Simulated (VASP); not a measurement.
Hf3Ti: single point with PBE

The system is Hf3Ti.

```
Hf Ti
1.0
     4.15176    0.00000    0.00000
     0.00000    4.15176    0.00000
     0.00000    0.00000    4.15176
Hf Ti
3 1
Direct
  0.00000 0.50000 0.50000
  0.50000 0.00000 0.50000
  0.50000 0.50000 0.00000
  0.00000 0.00000 0.00000
```

| Property | Result |
| --- | --- |
| Program | VASP 6.6.1 |
| Task | single point |
| Functional | PBE |
| Potentials or basis | VASP PAW PBE potentials, release 64 (Hf_pv, Ti_sv) |
| Cutoff | 520 eV |
| k mesh | 4 × 4 × 4 |
| Occupations | gaussian, width 0.1 eV |
| Spin | no spin polarisation |

```json
{"Pressure": "23.8 GPa", "Band gap on the k mesh": "zero (bands 21 and 22 overlap by 1.66 eV)"}
```

Levels at points of the mesh, in eV from the Fermi level:
| k point | band 16 | band 17 | band 18 | band 19 | band 20 | band 21 | band 22 | band 23 | band 24 | band 25 |
| --- | --- | --- | --- | --- | --- | --- | --- | --- | --- | --- |
| (0.00, 0.00, 0.00) | -3.67 | -3.67 | -2.68 | -2.68 | -2.68 | 1.18 | 1.18 | 1.18 | 3.52 | 3.52 |
| (0.50, 0.00, 0.00) | -2.54 | -1.90 | -1.23 | -0.98 | -0.61 | -0.61 | -0.31 | -0.31 | 1.13 | 1.71 |
| (0.50, 0.50, 0.00) | -2.44 | -2.26 | -0.83 | -0.37 | -0.36 | -0.36 | -0.35 | -0.30 | -0.30 | -0.21 |
| (0.50, 0.50, 0.50) | -3.92 | -3.84 | 0.74 | 0.74 | 0.87 | 0.87 | 0.87 | 1.11 | 1.11 | 1.11 |

Wall time 38 s on 1 thread of AMD EPYC 9R14 (Zen 4) (shared host), peak memory 0.15 GiB.

Caveat: the k points lie up to 0.38 Å⁻¹ apart, too coarse for converged energies and pressures of a metal; spin-orbit coupling is left out, which moves the levels of the heavy elements.
